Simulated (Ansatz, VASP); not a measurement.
# Sr3Zn: VASP beside Ansatz

INCAR

```
SYSTEM = Sr3Zn
PREC = Accurate ; ENCUT = 500
EDIFF = 1E-6 ; ISMEAR = -1
SIGMA = 0.1 ; LREAL = .False.
LASPH = .True. ; NELM = 120
ALGO = Normal ; ISIF = 2
LWAVE = .False. ; LCHARG = .False.
GGA = PS ; NBANDS = 29
GGA_COMPAT = .False.
```

The input KPOINTS:

```
regular mesh
0
Gamma
  4 4 4
  0 0 0
```

The input POSCAR:

```
Sr3Zn
1.0
    5.3680750598      0.0000000000      0.0000000000
    0.0000000000      5.3680750598      0.0000000000
    0.0000000000      0.0000000000      5.3680750598
Sr Zn
3 1
Direct
    0.5000000000      0.0000000000      0.5000000000
    0.5000000000      0.5000000000      0.0000000000
    0.0000000000      0.5000000000      0.5000000000
    0.0000000000      0.0000000000      0.0000000000
```

Input for Ansatz:

```yaml
crystal:
  lattice:
    - [5.368075059766972, 0.0, 0.0]
    - [0.0, 5.368075059766972, 0.0]
    - [0.0, 0.0, 5.368075059766972]
  atoms:
    - { symbol: Sr, position: [0.5, 0.0, 0.5] }
    - { symbol: Sr, position: [0.5, 0.5, 0.0] }
    - { symbol: Sr, position: [0.0, 0.5, 0.5] }
    - { symbol: Zn, position: [0.0, 0.0, 0.0] }
basis:
  ecutwfc: 421.77648681281397
kpoints:
  mp_grid:
    grid: [4, 4, 4]
hamiltonian:
  xc: pbesol
scf:
  max_iter: 100
  occupations:
    method: fermi_dirac
output:
  stress: true
```

Alike in both runs: task single point; functional PBEsol; k mesh 4 × 4 × 4; no spin polarisation.

```csv
,VASP,Ansatz
version,VASP 6.6.1,Ansatz 0.2.0
potentials or method,"VASP PAW PBE potentials, release 64 (Sr_sv, Zn), cutoff 500 eV","plane waves, PAW"
occupations,"fermi-dirac, width 0.1 eV",fermi-dirac
valence electrons in the cell,42,42
```

|  | VASP | Ansatz | Ansatz less VASP |
| --- | --- | --- | --- |
| pressure (GPa) | -0.1 | -0.1 | -0.04 |

VASP's potentials were made for PBE, not for PBEsol.
